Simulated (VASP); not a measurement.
# Ta (P6_3/mmc) in VASP: further runs

Ta is run at these levels: LDA; tasks: single point.

Program: VASP 6.6.1. These are calculated values, not measurements. Logs are shortened: lines on timing, memory, paths and dates and some standing lists are left out, and cuts for length are marked.

### 1 The cell of the first run

The structure is hexagonal, space group P6_3/mmc (No. 194). Conventional cell: a = 2.900 Å, b = 2.900 Å, c = 5.166 Å, α = 90.00°, β = 90.00°, γ = 120.00°. Ta (site symmetry -6m2) has 12 Ta at 2.90 to 3.08 Å within 3.8 Å.

### 2 Single point, LDA, collinear spin, zero start

The input, INCAR:

```
SYSTEM = Ta
  PREC = Accurate
  ENCUT = 520
  EDIFF = 1E-7
  ISMEAR = -1
  SIGMA = 0.05
  LREAL = .False.
  LASPH = .True.
  NELM = 150
  ALGO = Normal
  ISIF = 2
  LWAVE = .False.
  LCHARG = .False.
  ISPIN = 2
  MAGMOM = 0 0
  LORBIT = 11
  NUPDOWN = 0.0
  LMAXMIX = 4
  GGA = CA
  NBANDS = 22
```

The input, KPOINTS:

```
Automatic mesh
0
Gamma
  11 11 6
  0 0 0
```

The input, POSCAR:

```
Ta
1.0
    2.9003720726      0.0000000000      0.0000000000
   -1.4501860363      2.5117958953      0.0000000000
    0.0000000000      0.0000000000      5.1662740000
Ta
2
Direct
    0.6666666667      0.3333333333      0.7500000000
    0.3333333333      0.6666666667      0.2500000000
```

Potentials or basis: VASP PAW LDA potentials, release 64 (Ta_pv).

Run with:

```console
cat potpaw_LDA.64/Ta_pv/POTCAR > POTCAR
mpirun -np 1 vasp_std > vasp.out
```

OUTCAR:

```text
SYSTEM = Ta
   PREC = Accurate
   ENCUT = 520
   EDIFF = 1E-7
   ISMEAR = -1
   LREAL = .False.
   LASPH = .True.
   NELM = 150
   ISIF = 2
   ISPIN = 2
   LORBIT = 11
   NUPDOWN = 0.0
   GGA = CA

 ion  position               nearest neighbor table
   1  0.667  0.333  0.750-   2 3.08   2 3.08   2 3.08   2 3.08   2 3.08   2 3.08
   2  0.333  0.667  0.250-   1 3.08   1 3.08   1 3.08   1 3.08   1 3.08   1 3.08

  LATTYP: Found a hexagonal cell.
 ALAT       =     2.9003720726
 C/A-ratio  =     1.7812452577

  Lattice vectors:

 A1 = (   2.9003720726,   0.0000000000,   0.0000000000)
 A2 = (  -1.4501860363,   2.5117958953,   0.0000000000)
 A3 = (   0.0000000000,   0.0000000000,   5.1662740000)

Analysis of symmetry for initial positions (statically):
=====================================================================
 Subroutine PRICEL returns:
 Original cell was already a primitive cell.

 Routine SETGRP: Setting up the symmetry group for a
 hexagonal supercell.

 Subroutine GETGRP returns: Found 24 space group operations
 (whereof 12 operations were pure point group operations)
 out of a pool of 24 trial point group operations.

The static configuration has the point symmetry D_3d.
 The point group associated with its full space group is D_6h.

Analysis of symmetry for dynamics (positions and initial velocities):
=====================================================================
 Subroutine PRICEL returns:
 Original cell was already a primitive cell.

 Routine SETGRP: Setting up the symmetry group for a
 hexagonal supercell.

 Subroutine GETGRP returns: Found 24 space group operations
 (whereof 12 operations were pure point group operations)
 out of a pool of 24 trial point group operations.

The dynamic configuration has the point symmetry D_3d.
 The point group associated with its full space group is D_6h.

Analysis of structural, dynamic, and magnetic symmetry:
=====================================================================
 Subroutine PRICEL returns:
 Original cell was already a primitive cell.

 Routine SETGRP: Setting up the symmetry group for a
 hexagonal supercell.

 Subroutine GETGRP returns: Found 24 space group operations
 (whereof 12 operations were pure point group operations)
 out of a pool of 24 trial point group operations.

The overall configuration has the point symmetry D_3d.
 The point group associated with its full space group is D_6h.

 Subroutine INISYM returns: Found 24 space group operations
 (whereof 12 operations are pure point group operations),
 and found     1 'primitive' translations

----------------------------------------------------------------------------------------

                                     Primitive cell

  volume of cell :      37.6370

  direct lattice vectors                    reciprocal lattice vectors
     2.900372073  0.000000000  0.000000000     0.344783350  0.199060760  0.000000000
    -1.450186036  2.511795895  0.000000000     0.000000000  0.398121520  0.000000000
     0.000000000  0.000000000  5.166274000     0.000000000  0.000000000  0.193563098

  length of vectors
     2.900372073  2.900372073  5.166274000     0.398121520  0.398121520  0.193563098

  position of ions in fractional coordinates (direct lattice)
     0.666666667  0.333333333  0.750000000
     0.333333333  0.666666667  0.250000000

  ion indices of the primitive-cell ions
   primitive index   ion index
                 1           1
                 2           2

----------------------------------------------------------------------------------------

 KPOINTS: Automatic mesh

Automatic generation of k-mesh.
 Grid dimensions read from file:
 generate k-points for:   11   11    6

 Generating k-lattice:

  Cartesian coordinates                     Fractional coordinates (reciprocal lattice)
     0.031343941  0.018096433  0.000000000     0.090909091 -0.000000000  0.000000000
     0.000000000  0.036192865  0.000000000     0.000000000  0.090909091  0.000000000
     0.000000000  0.000000000  0.032260516     0.000000000  0.000000000  0.166666667

  Length of vectors
     0.036192865  0.036192865  0.032260516

  Shift w.r.t. Gamma in fractional coordinates (k-lattice)
     0.000000000  0.000000000  0.000000000

 Subroutine IBZKPT returns following result:
 ===========================================

 Found     64 irreducible k-points:

 Following reciprocal coordinates:
            Coordinates               Weight
  0.000000  0.000000  0.000000      1.000000
  0.090909  0.000000  0.000000      6.000000
  0.181818  0.000000  0.000000      6.000000
  0.272727  0.000000  0.000000      6.000000
  0.363636  0.000000  0.000000      6.000000
  0.454545  0.000000  0.000000      6.000000
[... 16 lines left out ...]
  0.090909  0.090909  0.166667     12.000000
  0.181818  0.090909  0.166667     24.000000
 [... further k-points ...]
   k-points           NKPTS =     64   k-points in BZ     NKDIM =     64   number of bands    NBANDS=     22
   number of dos      NEDOS =    301   number of ions     NIONS =      2
   total plane-waves  NPLWV =  23040
   dimension x,y,z NGX =    24 NGY =   24 NGZ =   40
   dimension x,y,z NGXF=    48 NGYF=   48 NGZF=   80
   ions per type =               2
   NGX,Y,Z   is equivalent  to a cutoff of  13.76, 13.76, 12.87 a.u.
   NGXF,Y,Z  is equivalent  to a cutoff of  27.51, 27.51, 25.74 a.u.
 SYSTEM =  Ta
   PREC   = accura    normal or accurate (medium, high low for compatibility)
   ISTART =      0    job   : 0-new  1-cont  2-samecut
   ICHARG =      2    charge: 1-file 2-atom 10-const
   ISPIN  =      2    spin polarized calculation?
   LNONCOLLINEAR =      F non collinear calculations
   LSORBIT =      F    spin-orbit coupling
   LASPH  =      T    aspherical Exc in radial PAW
   ENCUT  =  520.0 eV  38.22 Ry    6.18 a.u.   5.39  5.39  9.61*2*pi/ulx,y,z
   NELM   =    150;   NELMIN=  2; NELMDL= -5     # of ELM steps
   EDIFF  = 0.1E-06   stopping-criterion for ELM
   LREAL  =      F    real-space projection
   EDIFFG = 0.1E-05   stopping-criterion for IOM
   NSW    =      0    number of steps for IOM
   IBRION =     -1    ionic relax: 0-MD 1-quasi-New 2-CG
   NFREE  =      0    steps in history (QN), initial steepest desc. (CG)
   ISIF   =      2    stress and relaxation
   ISYM   =      2    0-nonsym 1-usesym 2-fastsym
   POTIM  = 0.5000    time-step for ionic-motion
   TEBEG  =    0.0;   TEEND  =   0.0 temperature during run
   PSTRESS=    0.0 pullay stress
   NELECT =      22.0000    total number of electrons
   NUPDOWN=       0.0000    fix difference up-down
   EMIN   =  10.00;   EMAX   =-10.00  energy-range for DOS
   EFERMI =   0.00;   METHOD = LEGACY
   ISMEAR =    -1;   SIGMA  =   0.05  broadening in eV -4-tet -1-fermi 0-gaus
   EFERMI_NEDOS =   21; number of points for ismear=-14 and -15
   IALGO  =     38    algorithm
   IMIX   =      4    mixing-type and parameters
     AMIX     =   0.40;   BMIX     =  1.00
     AMIX_MAG =   1.60;   BMIX_MAG =  1.00
  volume/ion in A,a.u.               =      18.82       126.99
  Fermi-wavevector in a.u.,A,eV,Ry     =   1.368812  2.586680 25.492516  1.873647
  Thomas-Fermi vector in A             =   2.494743
   LORBIT       =     11    0 simple, 1 ext, 2 COOP (PROOUT), +10 PAW based schemes
   GGA     = CA    functional components
   LHFCALC =     F    Hartree Fock is set to
   AEXX    =    0.0000 exact exchange contribution
   IVDW    =     0    specifies the selected vdW correction
   LEPSILON=     F    determine dielectric tensor
   LRPA    =     F    only Hartree local field effects (RPA)
 spin polarized calculation
  energy-cutoff  :      520.00
  volume of cell :       37.64
 maximum number of plane-waves:      1045
 NGX is ok and might be reduce to    24
   NGX = 11   NGY = 11   NGZ = 19

 number of electron      22.0000003 magnetization       0.0000000

 number of electron      22.0000003 magnetization      -0.0000000

 Free energy of the ion-electron system (eV)
  ---------------------------------------------------
  ext. energy  EPLUGINS =         0.00000000
  ---------------------------------------------------
  free energy    TOTEN  =       -24.98684525 eV

  energy without entropy =      -24.97102334  energy(sigma->0) =      -24.97893429

 E-fermi :   5.4455     XC(G=0): -12.5627

 val. band max:        5.4207745069   @ k =   0.1818   0.0000   0.0000
 cond. band min:       5.4532774314   @ k =   0.0909   0.0909   0.1667
 fundamental gap:      0.0325029245
 Fermi energy:         5.4454859131

 spin component 1

 k-point     1 :       0.0000    0.0000    0.0000
  band No.  band energies     occupation
      1     -28.9475      1.00000
      2     -28.1219      1.00000
      3     -27.9991      1.00000
      4     -27.9991      1.00000
      5     -27.9157      1.00000
      6     -27.9157      1.00000
[... 14 lines left out ...]
     21      18.6154      0.00000
     22      18.6173      0.00000
[... 552 lines left out ...]
  band No.  band energies     occupation
      1     -28.7555      1.00000
      2     -28.4602      1.00000
      3     -28.4280      1.00000
      4     -28.1813      1.00000
      5     -28.1237      1.00000
      6     -28.0458      1.00000
[... 14 lines left out ...]
     21      18.6165      0.00000
     22      20.2202      0.00000

 [... further k-points ...]

 spin component 2

 k-point     1 :       0.0000    0.0000    0.0000
  band No.  band energies     occupation
      1     -28.9475      1.00000
      2     -28.1219      1.00000
      3     -27.9992      1.00000
      4     -27.9992      1.00000
      5     -27.9157      1.00000
      6     -27.9157      1.00000
[... 14 lines left out ...]
     21      18.6154      0.00000
     22      18.6173      0.00000
[... 552 lines left out ...]
  band No.  band energies     occupation
      1     -28.7556      1.00000
      2     -28.4603      1.00000
      3     -28.4280      1.00000
      4     -28.1813      1.00000
      5     -28.1238      1.00000
      6     -28.0459      1.00000
[... 14 lines left out ...]
     21      18.6165      0.00000
     22      20.2203      0.00000

 [... further k-points ...]

------------------------ aborting loop because EDIFF is reached ----------------------------------------

  FORCE on cell =-STRESS in cart. coord.  units (eV):
  Direction    XX          YY          ZZ          XY          YZ          ZX
  --------------------------------------------------------------------------------------
  -------------------------------------------------------------------------------------
  Total       -2.7677876     -2.7677876     -2.3393163     -0.0000000      0.0000000     -0.0000000
  in kB     -117.8223953   -117.8223953    -99.5827329     -0.0000000      0.0000000     -0.0000000
  external PRESSURE =    -111.7425078 kB  Pullay stress =       0.0000000 kB

 VOLUME and BASIS-vectors are now :
 -----------------------------------------------------------------------------
  energy-cutoff  :      520.00
  volume of cell :       37.64
      direct lattice vectors                 reciprocal lattice vectors
     2.900372073  0.000000000  0.000000000     0.344783350  0.199060760  0.000000000
    -1.450186036  2.511795895  0.000000000     0.000000000  0.398121520  0.000000000
     0.000000000  0.000000000  5.166274000     0.000000000  0.000000000  0.193563098

 POSITION                                       TOTAL-FORCE (eV/Angst)
 -----------------------------------------------------------------------------------
      1.45019      0.83727      3.87471         0.000000     -0.000000      0.000000
     -0.00000      1.67453      1.29157        -0.000000      0.000000      0.000000
 -----------------------------------------------------------------------------------
    total drift:                               -0.000000      0.000000     -0.000000

  FREE ENERGIE OF THE ION-ELECTRON SYSTEM (eV)
  ---------------------------------------------------
  free  energy   TOTEN  =       -24.9868452508 eV

  energy  without entropy=      -24.9710233372  energy(sigma->0) =      -24.97893429

 total charge

# of ion       s       p       d       tot
------------------------------------------
    1        0.375   6.152   2.362   8.890
    2        0.375   6.152   2.362   8.890
--------------------------------------------------
tot          0.751  12.303   4.725  17.779

 magnetization (x)

# of ion       s       p       d       tot
------------------------------------------
    1       -0.000   0.000  -0.000  -0.000
    2       -0.000   0.000  -0.000  -0.000
--------------------------------------------------
tot         -0.000   0.000  -0.000  -0.000
```

Wall time 58 s (1 thread of Intel Xeon Platinum 8259CL at 2.50GHz (Skylake/Cascade Lake), shared host); peak memory 0.2 GiB.

What came out:

* Free energy: -24.9868 eV
* Pressure: -11.2 GPa
* Net moment: 0.00 μB per cell
* Valence electrons inside the program's atomic spheres: Ta 8.89

Caveat: spin-orbit coupling is left out, which moves the levels of the heavy elements; the total moment is fixed, so each spin has its own Fermi level.

### 3 Single point, LDA, collinear spin, ferromagnetic start

The input, INCAR:

```
SYSTEM = Ta
PREC = Accurate
ENCUT = 520
EDIFF = 1E-6
ISMEAR = -1
SIGMA = 0.05
LREAL = .FALSE.
LASPH = .TRUE.
NELM = 150
ALGO = Normal
ISIF = 2
LWAVE = .FALSE.
LCHARG = .TRUE.
ISPIN = 2
MAGMOM = 0.8 0.8
LORBIT = 11
NUPDOWN = 1.6
LMAXMIX = 4
LELF = .TRUE.
LVHAR = .TRUE.
NBANDS = 22
```

The input, KPOINTS:

```
regular mesh
0
G
  11 11 6
  0 0 0
```

POSCAR is that of step 2.

Potentials or basis: VASP PAW LDA potentials, release 64 (Ta_pv).

Run with:

```console
cat potpaw_LDA.64/Ta_pv/POTCAR > POTCAR
mpirun -np 1 vasp_std > vasp.out
```

It took 96 s on 1 thread of Intel Xeon 6975P-C, shared host; peak memory 0.2 GiB.

Results (log left out):

```
Free energy                                           : -24.6693 eV
Pressure                                              : -8.7 GPa
Net moment                                            : 1.60 μB per cell
Site moments                                          : Ta +0.53 μB
Valence electrons inside the program's atomic spheres : Ta 8.89
```

Caveat: spin-orbit coupling is left out, which moves the levels of the heavy elements; the total moment is fixed, so each spin has its own Fermi level.
